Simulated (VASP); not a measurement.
Runs of VASP 6.6.1 on Mo. The structure is that of space group Pm-3m (No. 221), or close to it. The cells are those of the table. 

```csv
task,cell,gap on the mesh (eV),pressure (GPa)
relaxation of cell and atoms,"relaxed to 20 GPa from a = 2.580 Å, 1 atom",none,19.8
single point,"a = 2.472 Å, 1 atom",none,41.0
single point,"a = 2.527 Å, 1 atom",none,20.7
relaxation of cell and atoms,"relaxed from a = 2.580 Å, 1 atom",none,-0.1
relaxation of cell and atoms,"relaxed to 40 GPa from a = 2.580 Å, 1 atom",none,40.0
single point,"a = 2.603 Å, 1 atom",none,0.5
relaxation of cell and atoms,"relaxed to 60 GPa from a = 2.580 Å, 1 atom",none,59.8
single point,"a = 2.429 Å, 1 atom",none,(a)
```

Alike in all rows: level PBE; potentials or basis VASP PAW PBE potentials, release 64 (Mo_sv); no spin polarisation; k mesh 10 × 10 × 10; cutoff (eV) 500; smearing fermi-dirac 0.1 eV.

Problem. Fill in the values left out.

Solution. (a) 61.4.

Caveats: the cell is relaxed towards a set pressure, so the enthalpy falls and the energy may rise (some runs).

A k mesh can miss the band edges, and the runs leave out spin-orbit coupling on Mo.

A gap of «none» marks levels without a gap at the run's occupations.
